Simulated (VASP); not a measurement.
Write the native input for VASP 6.6.1 that does the following.

```yaml
Task: single point
Functional: PBE
Potentials_or_basis: VASP PAW PBE potentials, release 64 (In_d)
Cutoff: 520 eV
k_mesh: 12 × 12 × 14
Occupations: fermi-dirac, width 0.05 eV
Spin: no spin polarisation
Dipole_correction: no
Further_INCAR_settings: ALGO = Normal; EDIFF = 1e-07; NBANDS = 12; ISYM = 0
```

The structure of In lies in POSCAR:

```
In
1.0
   -1.6422515422      1.6422515422      2.4984461476
    1.6422515422     -1.6422515422      2.4984461476
    1.6422515422      1.6422515422     -2.4984461476
In
1
Direct
    0.0000000000      0.0000000000      0.0000000000
```

One way to write it, as run:

INCAR

```
  PREC = Accurate
  ENCUT = 520
  EDIFF = 1E-7
  ISMEAR = -1
  SIGMA = 0.05
  LREAL = False
  LASPH = True
  NELM = 60
  ALGO = Normal
  ISIF = 2
  LWAVE = False
  LCHARG = False
  GGA = PE
  NBANDS = 12
  ISYM = 0
```

KPOINTS

```
regular mesh
0
Gamma
  12 12 14
```

Potentials or basis: VASP PAW PBE potentials, release 64 (In_d).

The run is started by

```sh
$ cat potpaw_PBE.64/In_d/POTCAR > POTCAR
$ mpirun -np 1 vasp_std > vasp.out
```

It gave:

```yaml
Pressure: 0.7 GPa
Band_gap_on_the_k_mesh: zero (an odd number of electrons rules out a gap without spin polarisation)
```

Caveat: spin-orbit coupling is left out, which moves the levels of the heavy elements.

Run time: 2.8 min on 1 thread of Intel Xeon 8259CL (shared host), peak memory 0.42 GiB.
